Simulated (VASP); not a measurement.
Here is a VASP 6.6.1 calculation.

The input POSCAR:

```
LiF
1.0
    0.0000000000      2.0005018100      2.0005018100
    2.0005018100      0.0000000000      2.0005018100
    2.0005018100      2.0005018100      0.0000000000
Li F
1 1
Direct
    0.0000000000      0.0000000000      0.0000000000
    0.5000000000      0.5000000000      0.5000000000
```

Contents of INCAR.step1:

```
PREC = Accurate ; ENCUT = 520
EDIFF = 1E-5 ; ISMEAR = -1
SIGMA = 0.05 ; LREAL = F
LASPH = T ; NELM = 80
ALGO = Normal ; ISIF = 2
LWAVE = T ; NBANDS = 12
GGA = PE
```

Contents of INCAR.step2:

```
PREC = Accurate ; ENCUT = 520
EDIFF = 1E-6 ; ISMEAR = -1
SIGMA = 0.05 ; LREAL = F
LASPH = T ; NELM = 80
ALGO = Normal ; ISIF = 2
LWAVE = F ; LCHARG = T
GGA = PE ; LHFCALC = T
HFSCREEN = 0.2079 ; PRECFOCK = Normal
LELF = T ; LVHAR = T
NBANDS = 12 ; ISTART = 1
```

The input KPOINTS:

```
regular mesh
0
Gamma
  4 4 4
```

Potentials or basis: VASP PAW PBE potentials, release 64 (Li_sv, F).

Command:

```console
$ cat potpaw_PBE.64/Li_sv/POTCAR potpaw_PBE.64/F/POTCAR > POTCAR
$ cp INCAR.step1 INCAR
$ mpirun -np 1 vasp_std > vasp.out
$ cp INCAR.step2 INCAR
$ mpirun -np 1 vasp_std > vasp.out
```

Question: Estimate the band gap on the k mesh.

Answer: 11.59 eV, direct.

Caveat: the k points lie up to 0.68 Å⁻¹ apart.
